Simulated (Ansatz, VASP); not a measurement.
# Na: VASP beside Ansatz

```xyz
2
Lattice="0.0000 3.7420 3.7420 3.7420 0.0000 3.7420 3.7420 3.7420 0.0000" Properties=species:S:1:pos:R:3 pbc="T T T"
Na    0.9355    0.9355    0.9355
Na    6.5485    6.5485    6.5485
```

Alike in both runs: task single point; functional PBEsol; k mesh 8 × 8 × 8; occupations fermi-dirac, width 0.1 eV; no spin polarisation.

|  | VASP | Ansatz |
| --- | --- | --- |
| version | VASP 6.6.1 | Ansatz 0.2.0 |
| potentials or method | VASP PAW PBE potentials, release 64 (Na_pv), cutoff 520 eV | plane waves (420 eV) with PAW, scalar-relativistic |
| valence electrons in the cell | 14 | 18 |

```csv
,VASP,Ansatz,Ansatz less VASP
pressure (GPa),0.0,0.0,+0.01
```

VASP's potentials were made for PBE, not for PBEsol, and Ansatz warns of the same on its side. VASP's potentials hold 14 valence electrons a cell and Ansatz's 18, so a difference there can come from the potentials and not from the codes.
